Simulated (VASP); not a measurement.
Crystal: K2Br.

```
K Br
1.0
     0.00000    3.80485    3.80485
     3.80485    0.00000    3.80485
     3.80485    3.80485    0.00000
K Br
2 1
Direct
  0.25000 0.25000 0.25000
  0.75000 0.75000 0.75000
  0.00000 0.00000 0.00000
```

- Program: VASP 6.6.1
- Task: relaxation of cell and atoms
- Functional: PBEsol
- Potentials or basis: VASP PAW PBE potentials, release 64 (K_sv, Br)
- Cutoff: 600 eV
- k mesh: 10 × 10 × 10
- Occupations: gaussian, width 0.1 eV
- Spin: no spin polarisation

At the start: pressure 2.3 GPa; volume 36.72 Å³/atom.

Task: How do energy, volume and symmetry change on relaxing?

Result: Over 4 steps the energy falls by 52.4 meV/atom and the volume is 45.33 Å³/atom (+23.4 %); space group Fm-3m (No. 225, to 0.1 Å) before and after.

Step by step:
```csv
step,energy change (eV),largest force (eV/Å),pressure (GPa),volume (Å³)
1,0.0000,0.0000,2.28,110.16
2,-0.0935,0.0000,1.29,118.70
3,-0.1550,0.0000,0.20,132.79
4,-0.1573,0.0000,0.02,135.98
```

Final structure:
```
CELL_PARAMETERS angstrom
0.00000 4.08148 4.08148
4.08148 0.00000 4.08148
4.08148 4.08148 0.00000
ATOMIC_POSITIONS crystal
K 0.25000 0.25000 0.25000
K 0.75000 0.75000 0.75000
Br 0.00000 0.00000 0.00000
```

Caveat: the volume moved by over 15 % at a fixed basis, so the end points are rough; the PAW data sets were made with another functional, which shifts forces and pressure a little.
